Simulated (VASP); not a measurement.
Here is a VASP 6.6.1 calculation.

Contents of INCAR:

```
SYSTEM = Rb3ClO
ALGO = Normal
EDIFF = 1E-6
ENCUT = 520
ISIF = 2
ISMEAR = 0
LASPH = .True.
LCHARG = .False.
LREAL = .False.
LWAVE = .False.
NBANDS = 28
NELM = 60
PREC = Accurate
SIGMA = 0.01
```

The input KPOINTS:

```
k-points
0
Gamma
  4 4 4
  0 0 0
```

Contents of POSCAR:

```
Rb3ClO
1.0
    4.8661067672      0.0000000000      0.0000000000
    0.0000000000      4.8661067672      0.0000000000
    0.0000000000      0.0000000000      4.8661067672
Rb Cl O
3 1 1
Direct
    0.0000000000      0.0000000000      0.5000000000
    0.0000000000      0.5000000000      0.0000000000
    0.5000000000      0.0000000000      0.0000000000
    0.5000000000      0.5000000000      0.5000000000
    0.0000000000      0.0000000000      0.0000000000
```

Potentials or basis: VASP PAW LDA potentials, release 64 (Rb_sv, Cl, O).

The run is started by

```sh
$ cat potpaw_LDA.64/Rb_sv/POTCAR potpaw_LDA.64/Cl/POTCAR potpaw_LDA.64/O/POTCAR > POTCAR
$ mpirun -np 1 vasp_std > vasp.out
```

(1) Estimate the band gap on the k mesh.

(2) Estimate the pressure.

## Answers

(1) 0.30 eV, direct.

(2) 10.4 GPa.
